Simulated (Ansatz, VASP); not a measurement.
C in VASP and in Ansatz

File POSCAR:

```
C
1.0
    1.7801050049      1.7801050049      0.0000000000
   -1.7801050049      1.7801050049      0.0000000000
    0.0000000000      0.0000000000      3.5602100098
C
4
Direct
    0.2500000000      0.5000000000      0.3750000000
    0.7500000000      0.0000000000      0.8750000000
    0.2500000000      0.0000000000      0.1250000000
    0.7500000000      0.5000000000      0.6250000000
```

Contents of INCAR.step1:

```
SYSTEM = C
  ALGO = Normal
  EDIFF = 1E-4
  ENCUT = 520
  GGA = PE
  ISMEAR = -1
  LASPH = .True.
  LCHARG = .False.
  LREAL = .False.
  LWAVE = .True.
  NBANDS = 16
  NELM = 100
  PREC = Accurate
  SIGMA = 0.02
```

Contents of INCAR.step2:

```
SYSTEM = C
  ALGO = Normal
  EDIFF = 1E-6
  ENCUT = 520
  ISIF = 2
  ISMEAR = -1
  ISTART = 1
  LASPH = .True.
  LCHARG = .False.
  LMIXTAU = .True.
  LREAL = .False.
  LWAVE = .False.
  METAGGA = R2SCAN
  NBANDS = 16
  NELM = 100
  PREC = Accurate
  SIGMA = 0.02
```

File KPOINTS:

```
k-points
0
Gamma
  10 10 7
  0 0 0
```

Input for Ansatz:

```yaml
crystal:
  lattice:
    - [1.7801050049, 1.7801050049, 0.0]
    - [-1.7801050049, 1.7801050049, 0.0]
    - [0.0, 0.0, 3.5602100098]
  atoms:
    - { symbol: C, position: [0.25, 0.5, 0.375] }
    - { symbol: C, position: [0.75, 0.0, 0.875] }
    - { symbol: C, position: [0.25, 0.0, 0.125] }
    - { symbol: C, position: [0.75, 0.5, 0.625] }
kpoints:
  mp_grid: { grid: [10, 10, 7] }
scf:
  occupations: { method: fermi_dirac, width: 0.02 }
hamiltonian:
  xc: r2scan
  pseudopotentials: { kind: paw }
output:
  forces: true
  stress: true
  eigenvalues: true
  write_density: true
  write_potential: true
  elf: true
  volumetric_format: npy
```

Alike in both runs: task single point; functional r2SCAN; k mesh 10 × 10 × 7; occupations fermi-dirac, width 0.02 eV; no spin polarisation.

|  | VASP | Ansatz |
| --- | --- | --- |
| version | VASP 6.6.1 | Ansatz 0.2.0 |
| potentials or method | VASP PAW PBE potentials, release 64 (C) | PAW with Ansatz's default frozen-core files, scalar-relativistic |
| plane-wave cutoff (eV) | 520 | 500 |
| valence electrons in the cell | 16 | 16 |

VASP gave:

- gap on the k mesh at the Fermi level (eV): 4.33
- pressure (GPa): 1.2

Q: What did Ansatz give for the same quantities?

A: gap on the k mesh at the Fermi level (eV): 4.36; pressure (GPa): 0.0.

VASP's potentials were made for PBE, not for r2SCAN.
